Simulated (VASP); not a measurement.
# AgCl in VASP: relaxation of the atoms with PBE+D3(BJ)

Aim: the relaxation of the atoms of AgCl with PBE+D3(BJ).

All numbers are computed with VASP 6.6.1; they aren't measurements. Logs are shortened: lines on timing, memory, paths and dates and some standing lists are left out, and cuts for length are marked.

**1. The cell of the first run**

The cell holds a slab with vacuum, 4 atoms: a = 3.897 Å, b = 3.897 Å, c = 16.755 Å, α = 90.00°, β = 90.00°, γ = 90.00°.

**2. Relaxation of the atoms, PBE+D3(BJ)**

Contents of INCAR:

```
SYSTEM = AgCl
PREC = Accurate ; ENCUT = 520
EDIFF = 1E-6 ; ISMEAR = 0
SIGMA = 0.05 ; LREAL = .FALSE.
LASPH = .TRUE. ; NELM = 60
ALGO = Normal ; ISIF = 2
LWAVE = .FALSE. ; LCHARG = .FALSE.
LDIPOL = .TRUE. ; IDIPOL = 3
DIPOL = 0.5 0.5 0.500 ; GGA = PE
IVDW = 12 ; IBRION = 2
NSW = 70 ; EDIFFG = -0.03
```

Contents of KPOINTS:

```
Automatic mesh
0
G
  7 7 1
  0 0 0
```

Contents of POSCAR:

```
AgCl
1.0
    3.8966246552      0.0000000000      0.0000000000
    0.0000000000      3.8966246552      0.0000000000
    0.0000000000      0.0000000000     16.7553297174
Ag Cl
2 2
Selective dynamics
Direct
    0.0000000000      0.0000000000      0.4177775143  F F F
    0.5000000000      0.5000000000      0.5822224857  T T T
    0.5000000000      0.5000000000      0.4177775143  F F F
    0.0000000000      0.0000000000      0.5822224857  T T T
```

Potentials or basis: VASP PAW PBE potentials, release 64 (Ag, Cl).

Command:

```bash
> cat potpaw_PBE.64/Ag/POTCAR potpaw_PBE.64/Cl/POTCAR > POTCAR
> mpirun -np 1 vasp_std > vasp.out
```

OUTCAR:

```text
SYSTEM = AgCl
   PREC = Accurate
   ENCUT = 520
   EDIFF = 1E-6
   ISMEAR = 0
   LREAL = .FALSE.
   LASPH = .TRUE.
   NELM = 60
   ISIF = 2
   GGA = PE
   IVDW = 12
   IBRION = 2
   NSW = 70
   EDIFFG = -0.03
 IVDW          = 12

 ion  position               nearest neighbor table
   1  0.000  0.000  0.418-   4 2.76   3 2.76   3 2.76   3 2.76   3 2.76
   2  0.500  0.500  0.582-   3 2.76   4 2.76   4 2.76   4 2.76   4 2.76
   3  0.500  0.500  0.418-   2 2.76   1 2.76   1 2.76   1 2.76   1 2.76
   4  0.000  0.000  0.582-   1 2.76   2 2.76   2 2.76   2 2.76   2 2.76

  LATTYP: Found a simple tetragonal cell.
 ALAT       =     3.8966246552
 C/A-ratio  =     4.2999598884

  Lattice vectors:

 A1 = (   3.8966246552,   0.0000000000,   0.0000000000)
 A2 = (   0.0000000000,   3.8966246552,   0.0000000000)
 A3 = (   0.0000000000,   0.0000000000,  16.7553297174)

Analysis of symmetry for initial positions (statically):
=====================================================================
 Subroutine PRICEL returns:
 Original cell was already a primitive cell.

 Routine SETGRP: Setting up the symmetry group for a
 simple tetragonal supercell.

 Subroutine GETGRP returns: Found 16 space group operations
 (whereof  8 operations were pure point group operations)
 out of a pool of 16 trial point group operations.

The static configuration has the point symmetry C_4v.
 The point group associated with its full space group is D_4h.

Analysis of symmetry for dynamics (positions and initial velocities):
=====================================================================
 Subroutine PRICEL returns:
 Original cell was already a primitive cell.

 Routine SETGRP: Setting up the symmetry group for a
 simple tetragonal supercell.

 Subroutine GETGRP returns: Found 16 space group operations
 (whereof  8 operations were pure point group operations)
 out of a pool of 16 trial point group operations.

The dynamic configuration has the point symmetry C_4v.
 The point group associated with its full space group is D_4h.

Analysis of constrained symmetry for selective dynamics:
=====================================================================
 Subroutine PRICEL returns:
 Original cell was already a primitive cell.

 Routine SETGRP: Setting up the symmetry group for a
 simple tetragonal supercell.

 Subroutine GETGRP returns: Found  8 space group operations
 (whereof  8 operations were pure point group operations)
 out of a pool of 16 trial point group operations.

The constrained configuration has the point symmetry C_4v.

 Subroutine INISYM returns: Found  8 space group operations
 (whereof  8 operations are pure point group operations),
 and found     1 'primitive' translations

----------------------------------------------------------------------------------------

                                     Primitive cell

  volume of cell :     254.4076

  direct lattice vectors                    reciprocal lattice vectors
     3.896624655  0.000000000  0.000000000     0.256632365  0.000000000  0.000000000
     0.000000000  3.896624655  0.000000000     0.000000000  0.256632365  0.000000000
     0.000000000  0.000000000 16.755329717     0.000000000  0.000000000  0.059682502

  length of vectors
     3.896624655  3.896624655 16.755329717     0.256632365  0.256632365  0.059682502

  position of ions in fractional coordinates (direct lattice)
     0.000000000  0.000000000  0.417777514
     0.500000000  0.500000000  0.582222486
     0.500000000  0.500000000  0.417777514
     0.000000000  0.000000000  0.582222486

  ion indices of the primitive-cell ions
   primitive index   ion index
                 1           1
                 2           2
                 3           3
                 4           4

----------------------------------------------------------------------------------------

 KPOINTS: Automatic mesh

Automatic generation of k-mesh.
 Grid dimensions read from file:
 generate k-points for:    7    7    1

 Generating k-lattice:

  Cartesian coordinates                     Fractional coordinates (reciprocal lattice)
     0.036661766  0.000000000  0.000000000     0.142857143  0.000000000  0.000000000
     0.000000000  0.036661766  0.000000000     0.000000000  0.142857143  0.000000000
     0.000000000  0.000000000  0.059682502     0.000000000  0.000000000  1.000000000

  Length of vectors
     0.036661766  0.036661766  0.059682502

  Shift w.r.t. Gamma in fractional coordinates (k-lattice)
     0.000000000  0.000000000  0.000000000

 Subroutine IBZKPT returns following result:
 ===========================================

 Found     10 irreducible k-points:

 Following reciprocal coordinates:
            Coordinates               Weight
  0.000000  0.000000  0.000000      1.000000
  0.142857  0.000000  0.000000      4.000000
  0.285714  0.000000  0.000000      4.000000
  0.428571  0.000000  0.000000      4.000000
  0.142857  0.142857  0.000000      4.000000
  0.285714  0.142857  0.000000      8.000000
  0.428571  0.142857  0.000000      8.000000
  0.285714  0.285714  0.000000      4.000000
  0.428571  0.285714  0.000000      8.000000
  0.428571  0.428571  0.000000      4.000000
   k-points           NKPTS =     10   k-points in BZ     NKDIM =     10   number of bands    NBANDS=     22
   number of dos      NEDOS =    301   number of ions     NIONS =      4
   total plane-waves  NPLWV = 113400
   dimension x,y,z NGX =    30 NGY =   30 NGZ =  126
   dimension x,y,z NGXF=    60 NGYF=   60 NGZF=  252
   ions per type =               2   2
   NGX,Y,Z   is equivalent  to a cutoff of  12.80, 12.80, 12.50 a.u.
   NGXF,Y,Z  is equivalent  to a cutoff of  25.60, 25.60, 25.00 a.u.
 SYSTEM =  AgCl
   PREC   = accura    normal or accurate (medium, high low for compatibility)
   ISTART =      0    job   : 0-new  1-cont  2-samecut
   ICHARG =      2    charge: 1-file 2-atom 10-const
   ISPIN  =      1    spin polarized calculation?
   LNONCOLLINEAR =      F non collinear calculations
   LSORBIT =      F    spin-orbit coupling
   LASPH  =      T    aspherical Exc in radial PAW
   ENCUT  =  520.0 eV  38.22 Ry    6.18 a.u.   7.25  7.25 31.15*2*pi/ulx,y,z
   NELM   =     60;   NELMIN=  2; NELMDL= -5     # of ELM steps
   EDIFF  = 0.1E-05   stopping-criterion for ELM
   LREAL  =      F    real-space projection
   EDIFFG = -.3E-01   stopping-criterion for IOM
   NSW    =     70    number of steps for IOM
   IBRION =      2    ionic relax: 0-MD 1-quasi-New 2-CG
   NFREE  =      1    steps in history (QN), initial steepest desc. (CG)
   ISIF   =      2    stress and relaxation
   ISYM   =      2    0-nonsym 1-usesym 2-fastsym
   POTIM  = 0.5000    time-step for ionic-motion
   TEBEG  =    0.0;   TEEND  =   0.0 temperature during run
   PSTRESS=    0.0 pullay stress
   NELECT =      36.0000    total number of electrons
   NUPDOWN=      -1.0000    fix difference up-down
   EMIN   =  10.00;   EMAX   =-10.00  energy-range for DOS
   EFERMI =   0.00;   METHOD = LEGACY
   ISMEAR =     0;   SIGMA  =   0.05  broadening in eV -4-tet -1-fermi 0-gaus
   EFERMI_NEDOS =   21; number of points for ismear=-14 and -15
   IALGO  =     38    algorithm
   IMIX   =      4    mixing-type and parameters
     AMIX     =   0.40;   BMIX     =  1.00
     AMIX_MAG =   1.60;   BMIX_MAG =  1.00
  volume/ion in A,a.u.               =      63.60       429.21
  Fermi-wavevector in a.u.,A,eV,Ry     =   0.853098  1.612122  9.901998  0.727776
  Thomas-Fermi vector in A             =   1.969488
   LORBIT       =      0    0 simple, 1 ext, 2 COOP (PROOUT), +10 PAW based schemes
   GGA     = PE    functional components
   LHFCALC =     F    Hartree Fock is set to
   AEXX    =    0.0000 exact exchange contribution
   IVDW    =    12    specifies the selected vdW correction
   LEPSILON=     F    determine dielectric tensor
   LRPA    =     F    only Hartree local field effects (RPA)
 conjugate gradient relaxation of ions
 non-spin polarized calculation
 Gauss-broadening in eV      SIGMA  =   0.05
  energy-cutoff  :      520.00
  volume of cell :      254.41
 maximum number of plane-waves:      6882
 NGX is ok and might be reduce to    30
   NGX = 15   NGY = 15   NGZ = 63

 dipolmoment           0.000000      0.000000     -0.000000 electrons x Angstroem

--------------------------------------- Ionic step        1  -------------------------------------------

 number of electron      36.0000010 magnetization

 Free energy of the ion-electron system (eV)
  ---------------------------------------------------
  ext. energy  EPLUGINS =         0.00000000
  ---------------------------------------------------
  free energy    TOTEN  =       -10.57872352 eV

  energy without entropy =      -10.57872352  energy(sigma->0) =      -10.57872352

------------------------ aborting loop because EDIFF is reached ----------------------------------------

 Edisp (eV)   -0.86053

 E8    (eV) :    -0.3644
[... 35 lines left out ...]
 number of electron      36.0000008 magnetization

------------------------ aborting loop because EDIFF is reached ----------------------------------------

 vacuum level on the upper side and lower side of the slab       (xc-potential included)        -0.131        -0.175

 Edisp (eV)   -0.86025

 E8    (eV) :    -0.3643

  FORCE on cell =-STRESS in cart. coord.  units (eV):
  Direction    XX          YY          ZZ          XY          YZ          ZX
  --------------------------------------------------------------------------------------
  -------------------------------------------------------------------------------------
  Total      -1.68089    -1.68089     0.20090     0.00000     0.00000    -0.00000
  in kB     -10.58573   -10.58573     1.26521     0.00000     0.00000    -0.00000
  external pressure =       -6.64 kB  Pullay stress =        0.00 kB
[... 109 lines left out ...]
--------------------------------------- Ionic step        5  -------------------------------------------

 number of electron      36.0000007 magnetization

 dipolmoment           0.000000      0.000000      0.035776 electrons x Angstroem

 Free energy of the ion-electron system (eV)
  ---------------------------------------------------
  ext. energy  EPLUGINS =         0.00000000
  ---------------------------------------------------
  free energy    TOTEN  =       -10.59423563 eV

  energy without entropy =      -10.59423563  energy(sigma->0) =      -10.59423563

 E-fermi :  -1.9730     XC(G=0):  -4.0289

 val. band max:       -2.2418603058   @ k =   0.4286   0.0000   0.0000
 cond. band min:      -1.0944443754   @ k =   0.0000   0.0000   0.0000
 fundamental gap:      1.1474159304
 Fermi energy:        -1.9729692261

 k-point     1 :       0.0000    0.0000    0.0000
  band No.  band energies     occupation
      1     -17.2594      2.00000
      2     -16.8619      2.00000
      3      -6.1927      2.00000
      4      -5.4994      2.00000
      5      -5.2467      2.00000
      6      -5.2467      2.00000
[... 239 lines left out ...]
     21       4.6419      0.00000
     22       4.9842      0.00000

------------------------ aborting loop because EDIFF is reached ----------------------------------------

 vacuum level on the upper side and lower side of the slab       (xc-potential included)         0.011        -0.382

 Edisp (eV)   -0.85837

 E8    (eV) :    -0.3636

  FORCE on cell =-STRESS in cart. coord.  units (eV):
  Direction    XX          YY          ZZ          XY          YZ          ZX
  --------------------------------------------------------------------------------------
  -------------------------------------------------------------------------------------
  Total      -1.75532    -1.75532     0.06928     0.00000     0.00000     0.00000
  in kB     -11.05445   -11.05445     0.43627     0.00000     0.00000     0.00000
  external pressure =       -7.22 kB  Pullay stress =        0.00 kB
[... 19 lines left out ...]
  FREE ENERGIE OF THE ION-ELECTRON SYSTEM (eV)
  ---------------------------------------------------
  free  energy   TOTEN  =       -11.4526067189 eV

  energy  without entropy=      -11.4526067189  energy(sigma->0) =      -11.45260672

 reached required accuracy - stopping structural energy minimisation

 vacuum level on the upper side and lower side of the slab         3.131         2.716
```

Run time: 2.3 min. Hardware: 1 thread of Intel Xeon 6975P-C (Granite Rapids), shared host; peak memory 0.36 GiB.

Results:

```yaml
Free_energy: -11.4526 eV
Energy_gained_by_relaxing: 3.3 meV/atom
Ionic_steps: 5
Band_gap_on_the_k_mesh: 1.15 eV (least direct gap 2.57 eV)
Dispersion_energy_per_atom: -0.215 eV
```

The path:
```tsv
step	energy change (eV)	largest force on free atoms (eV/Å)	pressure (GPa)
1	0.0000	0.2390	-0.65
2	-0.0034	0.2073	-0.66
3	-0.0106	0.1137	-0.69
4	-0.0118	0.0879	-0.74
5	-0.0134	0.0290	-0.72
```

Final structure:
```xyz
4
Lattice="3.8966 0.0000 0.0000 0.0000 3.8966 0.0000 0.0000 0.0000 16.7553" Properties=species:S:1:pos:R:3 pbc="T T T"
Ag    0.0000    0.0000    7.0000
Ag    1.9483    1.9483    9.7058
Cl    1.9483    1.9483    7.0000
Cl    0.0000    0.0000    9.8416
```
